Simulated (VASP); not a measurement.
# InAs (F-43m) in VASP: a series of runs, part 2 of 2

VASP 6.6.1. The steps go on from the part before.

## 3. Single point, r2SCAN50

This run uses another cell than the first one, of 28.04 Å³/atom.

POSCAR reads:

```
InAs
1.0
    0.0000000000      3.0379873375      3.0379873375
    3.0379873375      0.0000000000      3.0379873375
    3.0379873375      3.0379873375      0.0000000000
In As
1 1
Direct
    0.0000000000      0.0000000000      0.0000000000
    0.7500000000      0.7500000000      0.7500000000
```

INCAR.step1 reads:

```
PREC = Accurate ; ENCUT = 440
EDIFF = 1E-5 ; ISMEAR = -1
SIGMA = 0.05 ; LREAL = False
LASPH = True ; NELM = 120
ALGO = Normal ; ISIF = 2
LWAVE = True ; NBANDS = 21
GGA = PE ; GGA_COMPAT = False
```

INCAR.step2 reads:

```
PREC = Accurate ; ENCUT = 440
EDIFF = 1E-6 ; ISMEAR = -1
SIGMA = 0.05 ; LREAL = False
LASPH = True ; NELM = 120
ALGO = Normal ; ISIF = 2
LWAVE = False ; LCHARG = True
METAGGA = R2SCAN ; LHFCALC = True
AEXX = 0.5 ; LMIXTAU = True
PRECFOCK = Normal ; LELF = True
LVHAR = True ; NBANDS = 21
ISTART = 1 ; GGA_COMPAT = False
```

KPOINTS reads:

```
regular mesh
0
Gamma
  4 4 4
```

Potentials or basis: VASP PAW PBE potentials, release 64 (In_d, As_d).

Launch:

```bash
$ cat potpaw_PBE.64/In_d/POTCAR potpaw_PBE.64/As_d/POTCAR > POTCAR
$ cp INCAR.step1 INCAR
$ mpirun -np 1 vasp_std > vasp.out
$ cp INCAR.step2 INCAR
$ mpirun -np 1 vasp_std > vasp.out
```

OUTCAR:

```text
PREC = Accurate
   ENCUT = 440
   EDIFF = 1E-6
   ISMEAR = -1
   LREAL = False
   LASPH = True
   NELM = 120
   ISIF = 2
   METAGGA = R2SCAN
   LHFCALC = True
   AEXX = 0.5
   PRECFOCK = Normal
   ISTART = 1

 ion  position               nearest neighbor table
   1  0.000  0.000  0.000-   2 2.63   2 2.63   2 2.63   2 2.63
   2  0.750  0.750  0.750-   1 2.63   1 2.63   1 2.63   1 2.63

  LATTYP: Found a face centered cubic cell.
 ALAT       =     6.0759746750

  Lattice vectors:

 A1 = (   0.0000000000,   3.0379873375,   3.0379873375)
 A2 = (   3.0379873375,   0.0000000000,   3.0379873375)
 A3 = (   3.0379873375,   3.0379873375,   0.0000000000)

Analysis of symmetry for initial positions (statically):
=====================================================================
 Subroutine PRICEL returns:
 Original cell was already a primitive cell.

 Routine SETGRP: Setting up the symmetry group for a
 face centered cubic supercell.

 Subroutine GETGRP returns: Found 24 space group operations
 (whereof 24 operations were pure point group operations)
 out of a pool of 48 trial point group operations.

The static configuration has the point symmetry T_d .

Analysis of symmetry for dynamics (positions and initial velocities):
=====================================================================
 Subroutine PRICEL returns:
 Original cell was already a primitive cell.

 Routine SETGRP: Setting up the symmetry group for a
 face centered cubic supercell.

 Subroutine GETGRP returns: Found 24 space group operations
 (whereof 24 operations were pure point group operations)
 out of a pool of 48 trial point group operations.

The dynamic configuration has the point symmetry T_d .

 Subroutine INISYM returns: Found 24 space group operations
 (whereof 24 operations are pure point group operations),
 and found     1 'primitive' translations

----------------------------------------------------------------------------------------

                                     Primitive cell

  volume of cell :      56.0774

  direct lattice vectors                    reciprocal lattice vectors
     0.000000000  3.037987338  3.037987338    -0.164582648  0.164582648  0.164582648
     3.037987338  0.000000000  3.037987338     0.164582648 -0.164582648  0.164582648
     3.037987338  3.037987338  0.000000000     0.164582648  0.164582648 -0.164582648

  length of vectors
     4.296362895  4.296362895  4.296362895     0.285065508  0.285065508  0.285065508

  position of ions in fractional coordinates (direct lattice)
     0.000000000  0.000000000  0.000000000
     0.750000000  0.750000000  0.750000000

  ion indices of the primitive-cell ions
   primitive index   ion index
                 1           1
                 2           2

----------------------------------------------------------------------------------------

 KPOINTS: regular mesh

Automatic generation of k-mesh.
 Grid dimensions read from file:
 generate k-points for:    4    4    4

 Generating k-lattice:

  Cartesian coordinates                     Fractional coordinates (reciprocal lattice)
    -0.041145662  0.041145662  0.041145662     0.250000000  0.000000000  0.000000000
     0.041145662 -0.041145662  0.041145662     0.000000000  0.250000000  0.000000000
     0.041145662  0.041145662 -0.041145662     0.000000000  0.000000000  0.250000000

  Length of vectors
     0.071266377  0.071266377  0.071266377

  Shift w.r.t. Gamma in fractional coordinates (k-lattice)
     0.000000000  0.000000000  0.000000000

 Subroutine IBZKPT returns following result:
 ===========================================

 Found      8 irreducible k-points:

 Following reciprocal coordinates:
            Coordinates               Weight
  0.000000  0.000000  0.000000      1.000000
  0.250000  0.000000  0.000000      8.000000
  0.500000  0.000000  0.000000      4.000000
  0.250000  0.250000  0.000000      6.000000
  0.500000  0.250000  0.000000     24.000000
 -0.250000  0.250000  0.000000     12.000000
  0.500000  0.500000  0.000000      3.000000
 -0.250000  0.500000  0.250000      6.000000
   k-points           NKPTS =      8   k-points in BZ     NKDIM =     64   number of bands    NBANDS=     21
   number of dos      NEDOS =    301   number of ions     NIONS =      2
   total plane-waves  NPLWV =  27000
   dimension x,y,z NGX =    30 NGY =   30 NGZ =   30
   dimension x,y,z NGXF=    60 NGYF=   60 NGZF=   60
   ions per type =               1   1
   NGX,Y,Z   is equivalent  to a cutoff of  11.61, 11.61, 11.61 a.u.
   NGXF,Y,Z  is equivalent  to a cutoff of  23.22, 23.22, 23.22 a.u.
 SYSTEM =  unknown system
   PREC   = accura    normal or accurate (medium, high low for compatibility)
   ISTART =      1    job   : 0-new  1-cont  2-samecut
   ICHARG =      0    charge: 1-file 2-atom 10-const
   ISPIN  =      1    spin polarized calculation?
   LNONCOLLINEAR =      F non collinear calculations
   LSORBIT =      F    spin-orbit coupling
   LASPH  =      T    aspherical Exc in radial PAW
   ENCUT  =  440.0 eV  32.34 Ry    5.69 a.u.   7.35  7.35  7.35*2*pi/ulx,y,z
   NELM   =    120;   NELMIN=  2; NELMDL=  0     # of ELM steps
   EDIFF  = 0.1E-05   stopping-criterion for ELM
   LREAL  =      F    real-space projection
   EDIFFG = 0.1E-04   stopping-criterion for IOM
   NSW    =      0    number of steps for IOM
   IBRION =     -1    ionic relax: 0-MD 1-quasi-New 2-CG
   NFREE  =      0    steps in history (QN), initial steepest desc. (CG)
   ISIF   =      2    stress and relaxation
   ISYM   =      3    0-nonsym 1-usesym 2-fastsym
   POTIM  = 0.5000    time-step for ionic-motion
   TEBEG  =    0.0;   TEEND  =   0.0 temperature during run
   PSTRESS=    0.0 pullay stress
   NELECT =      28.0000    total number of electrons
   NUPDOWN=      -1.0000    fix difference up-down
   EMIN   =  10.00;   EMAX   =-10.00  energy-range for DOS
   EFERMI =   0.00;   METHOD = LEGACY
   ISMEAR =    -1;   SIGMA  =   0.05  broadening in eV -4-tet -1-fermi 0-gaus
   EFERMI_NEDOS =   21; number of points for ismear=-14 and -15
   IALGO  =     38    algorithm
   IMIX   =      1    mixing-type and parameters
     AMIX     =   0.40;   BMIX     =  1.00
     AMIX_MAG =   1.60;   BMIX_MAG =  1.00
  volume/ion in A,a.u.               =      28.04       189.21
  Fermi-wavevector in a.u.,A,eV,Ry     =   1.298768  2.454315 22.950281  1.686798
  Thomas-Fermi vector in A             =   2.430075
   LORBIT       =      0    0 simple, 1 ext, 2 COOP (PROOUT), +10 PAW based schemes
   METAGGA = R2SCAN    functional components
   LHFCALC =     T    Hartree Fock is set to
   PRECFOCK=normal    Normal, Fast or Accurate (Low or Medium for compatibility)
   ENCUT4O =  -1.0   cutoff for four orbital integrals eV
   NKREDX  =     1    reduce k-point grid by
   NKREDY  =     1    reduce k-point grid by
   NKREDZ  =     1    reduce k-point grid by
   AEXX    =    0.5000 exact exchange contribution
   HFSCREEN=    0.0000 screening length (either q_TF or 0.3 A-1)
   HFSCREENC=   0.0000 screening length for correlation (either q_TF or 0.3 A-1)
   ENCUTFOCK=  -1.0 apply spherical cutoff to Coloumb kernel
   IVDW    =     0    specifies the selected vdW correction
   LEPSILON=     F    determine dielectric tensor
   LRPA    =     F    only Hartree local field effects (RPA)
 non-spin polarized calculation
  energy-cutoff  :      440.00
  volume of cell :       56.08
 maximum number of plane-waves:      1211
 NGX is ok and might be reduce to    30
  NGX = 24; NGY = 24; NGZ = 24

 number of electron      28.0000007 magnetization

 Free energy of the ion-electron system (eV)
  ---------------------------------------------------
  ext. energy  EPLUGINS =         0.00000000
  ---------------------------------------------------
  free energy    TOTEN  =       -28.27715898 eV

  energy without entropy =      -28.27715898  energy(sigma->0) =      -28.27715898

 E-fermi :   3.3494     XC(G=0):  -5.6048

 val. band max:        2.1303274274   @ k =   0.0000   0.0000   0.0000
 cond. band min:       4.8780848373   @ k =   0.0000   0.0000   0.0000
 fundamental gap:      2.7477574099
 Fermi energy:         3.3493972816

 k-point     1 :       0.0000    0.0000    0.0000
  band No.  band energies     occupation
      1     -40.3054      2.00000
      2     -40.3054      2.00000
      3     -40.3054      2.00000
      4     -40.2958      2.00000
      5     -40.2958      2.00000
      6     -16.0143      2.00000
[... 166 lines left out ...]
      5     -40.2955      2.00000
      6     -16.1460      2.00000
[... 13 lines left out ...]
     20      17.6395      0.00000
     21      17.8033      0.00000

------------------------ aborting loop because EDIFF is reached ----------------------------------------

  FORCE on cell =-STRESS in cart. coord.  units (eV):
  Direction    XX          YY          ZZ          XY          YZ          ZX
  --------------------------------------------------------------------------------------
  -------------------------------------------------------------------------------------
  Total       -0.5031806     -0.5031806     -0.5031806      0.0000000     -0.0000000      0.0000000
  in kB      -14.3762812    -14.3762812    -14.3762812      0.0000000     -0.0000000      0.0000000
  external PRESSURE =     -14.3762812 kB  Pullay stress =       0.0000000 kB

 VOLUME and BASIS-vectors are now :
 -----------------------------------------------------------------------------
  energy-cutoff  :      440.00
  volume of cell :       56.08
      direct lattice vectors                 reciprocal lattice vectors
     0.000000000  3.037987338  3.037987338    -0.164582648  0.164582648  0.164582648
     3.037987338  0.000000000  3.037987338     0.164582648 -0.164582648  0.164582648
     3.037987338  3.037987338  0.000000000     0.164582648  0.164582648 -0.164582648

 POSITION                                       TOTAL-FORCE (eV/Angst)
 -----------------------------------------------------------------------------------
      0.00000      0.00000      0.00000        -0.000000     -0.000000     -0.000000
      4.55698      4.55698      4.55698         0.000000      0.000000      0.000000
 -----------------------------------------------------------------------------------
    total drift:                               -0.000006      0.000008     -0.000008

  FREE ENERGIE OF THE ION-ELECTRON SYSTEM (eV)
  ---------------------------------------------------
  free  energy   TOTEN  =       -28.2771589810 eV

  energy  without entropy=      -28.2771589810  energy(sigma->0) =      -28.27715898
```

Wall time 15 min (1 thread of AMD EPYC 7R13 (Zen 3), shared host); peak memory 0.15 GiB.

What came out:

- Free energy: -28.2772 eV
- Pressure: -1.4 GPa
- Band gap on the k mesh: 2.75 eV

Levels at points of the mesh, in eV from the valence-band top:
| k point | band 10 | band 11 | band 12 | band 13 | band 14 | band 15 | band 16 | band 17 | band 18 | band 19 |
| --- | --- | --- | --- | --- | --- | --- | --- | --- | --- | --- |
| (0.00, 0.00, 0.00) | -18.00 | -14.31 | 0.00 | 0.00 | 0.00 | 2.75 | 7.00 | 7.00 | 7.00 | 10.89 |
| (0.50, 0.00, 0.00) | -18.00 | -12.57 | -6.82 | -1.16 | -1.16 | 3.85 | 7.80 | 7.80 | 10.07 | 12.73 |
| (0.50, 0.50, 0.00) | -17.98 | -11.91 | -6.87 | -2.75 | -2.75 | 4.20 | 4.91 | 13.04 | 13.31 | 13.31 |

Caveat: the k points lie up to 0.45 Å⁻¹ apart; the PAW data sets were made with another functional, which shifts forces and pressure a little; spin-orbit coupling is left out, which moves the levels of the heavy elements.

## 4. Single point, r2SCAN50

This run uses another cell than the first one, of 26.94 Å³/atom.

POSCAR reads:

```
InAs
1.0
    0.0000000000      2.9977443561      2.9977443561
    2.9977443561      0.0000000000      2.9977443561
    2.9977443561      2.9977443561      0.0000000000
In As
1 1
Direct
    0.0000000000      0.0000000000      0.0000000000
    0.7500000000      0.7500000000      0.7500000000
```

INCAR.step1 reads:

```
SYSTEM = InAs
ALGO = Normal
EDIFF = 1E-5
ENCUT = 440
GGA = PE
GGA_COMPAT = .False.
ISIF = 2
ISMEAR = -1
LASPH = .True.
LREAL = .False.
LWAVE = .True.
NBANDS = 21
NELM = 120
PREC = Accurate
SIGMA = 0.05
```

INCAR.step2 reads:

```
SYSTEM = InAs
AEXX = 0.5
ALGO = Normal
EDIFF = 1E-6
ENCUT = 440
GGA_COMPAT = .False.
ISIF = 2
ISMEAR = -1
ISTART = 1
LASPH = .True.
LCHARG = .True.
LELF = .True.
LHFCALC = .True.
LMIXTAU = .True.
LREAL = .False.
LVHAR = .True.
LWAVE = .False.
METAGGA = R2SCAN
NBANDS = 21
NELM = 120
PREC = Accurate
PRECFOCK = Normal
SIGMA = 0.05
```

KPOINTS reads:

```
k-points
0
Gamma
  4 4 4
  0 0 0
```

Launch:

```bash
$ cat potpaw_PBE.64/In_d/POTCAR potpaw_PBE.64/As_d/POTCAR > POTCAR
$ cp INCAR.step1 INCAR
$ mpirun -np 1 vasp_std > vasp.out
$ cp INCAR.step2 INCAR
$ mpirun -np 1 vasp_std > vasp.out
```

Run time: 22 min. Hardware: 1 thread of AMD EPYC 9R14 (Zen 4), shared host; peak memory 0.15 GiB.

Results (log left out):

```yaml
Free_energy: -28.2786 eV
Pressure: 1.4 GPa
Band_gap_on_the_k_mesh: 3.03 eV
```

Levels at points of the mesh, in eV from the valence-band top:
```csv
k point,band 12,band 13,band 14,band 15,band 16,band 17
"(0.00, 0.00, 0.00)",0.00,0.00,0.00,3.03,7.04,7.04
"(0.50, 0.00, 0.00)",-7.06,-1.23,-1.23,3.99,7.85,7.85
"(0.50, 0.50, 0.00)",-7.07,-2.90,-2.90,4.15,4.93,13.38
```

Caveat: the k points lie up to 0.45 Å⁻¹ apart; the PAW data sets were made with another functional, which shifts forces and pressure a little; spin-orbit coupling is left out, which moves the levels of the heavy elements.

## 5. Single point, r2SCAN50

This run uses another cell than the first one, of 26.39 Å³/atom.

POSCAR reads:

```
InAs
1.0
    0.0000000000      2.9772112161      2.9772112161
    2.9772112161      0.0000000000      2.9772112161
    2.9772112161      2.9772112161      0.0000000000
In As
1 1
Direct
    0.0000000000      0.0000000000      0.0000000000
    0.7500000000      0.7500000000      0.7500000000
```

INCAR.step1 reads:

```
  PREC = Accurate
  ENCUT = 440
  EDIFF = 1E-5
  ISMEAR = -1
  SIGMA = 0.05
  LREAL = F
  LASPH = T
  NELM = 120
  ALGO = Normal
  ISIF = 2
  LWAVE = T
  GGA = PE
  NBANDS = 21
  GGA_COMPAT = F
```

INCAR.step2 reads:

```
  PREC = Accurate
  ENCUT = 440
  EDIFF = 1E-6
  ISMEAR = -1
  SIGMA = 0.05
  LREAL = F
  LASPH = T
  NELM = 120
  ALGO = Normal
  ISIF = 2
  LWAVE = F
  LCHARG = T
  METAGGA = R2SCAN
  LHFCALC = T
  AEXX = 0.5
  LMIXTAU = T
  PRECFOCK = Normal
  LELF = T
  LVHAR = T
  ISTART = 1
  NBANDS = 21
  GGA_COMPAT = F
```

KPOINTS reads:

```
Automatic mesh
0
Gamma
  4 4 4
```

Launch:

```bash
$ cat potpaw_PBE.64/In_d/POTCAR potpaw_PBE.64/As_d/POTCAR > POTCAR
$ cp INCAR.step1 INCAR
$ mpirun -np 1 vasp_std > vasp.out
$ cp INCAR.step2 INCAR
$ mpirun -np 1 vasp_std > vasp.out
```

Wall time 17 min (1 thread of Intel Xeon Platinum 8259CL at 2.50GHz (Skylake/Cascade Lake), shared host); peak memory 0.18 GiB.

Results (log left out):

```
Free energy            : -28.2639 eV
Pressure               : 3.0 GPa
Band gap on the k mesh : 3.17 eV
```

Levels at points of the mesh, in eV from the valence-band top:
| k point | band 11 | band 12 | band 13 | band 14 | band 15 | band 16 | band 17 | band 18 |
| --- | --- | --- | --- | --- | --- | --- | --- | --- |
| (0.00, 0.00, 0.00) | -14.76 | 0.00 | 0.00 | 0.00 | 3.17 | 7.06 | 7.06 | 7.06 |
| (0.50, 0.00, 0.00) | -12.81 | -7.18 | -1.26 | -1.26 | 4.07 | 7.87 | 7.87 | 10.17 |
| (0.50, 0.50, 0.00) | -12.08 | -7.18 | -2.98 | -2.98 | 4.13 | 4.94 | 13.56 | 13.81 |

Caveat: the k points lie up to 0.46 Å⁻¹ apart; the PAW data sets were made with another functional, which shifts forces and pressure a little; spin-orbit coupling is left out, which moves the levels of the heavy elements.

## 6. Summary

```tsv
level	cell	share of exact exchange	gap on the mesh (eV)	pressure (GPa)
r2SCAN0	a = 4.181 Å, angles 60.0°, 2 atoms	0.25	1.94	6.1
r2SCAN50	a = 4.296 Å, angles 60.0°, 2 atoms	0.5	2.75	-1.4
r2SCAN50	a = 4.239 Å, angles 60.0°, 2 atoms	0.5	3.03	1.4
r2SCAN50	a = 4.210 Å, angles 60.0°, 2 atoms	0.5	3.17	3.0
```

Alike in all rows: task single point; potentials or basis VASP PAW PBE potentials, release 64 (In_d, As_d); no spin polarisation; k mesh 4 × 4 × 4; cutoff (eV) 440; smearing fermi-dirac 0.05 eV.

Caveats: all runs use coarse meshes; the PAW data sets were made with another functional, which shifts forces and pressure a little; spin-orbit coupling is left out, which moves the levels of the heavy elements.

Absolute energies hang on the potentials; compare differences alone.
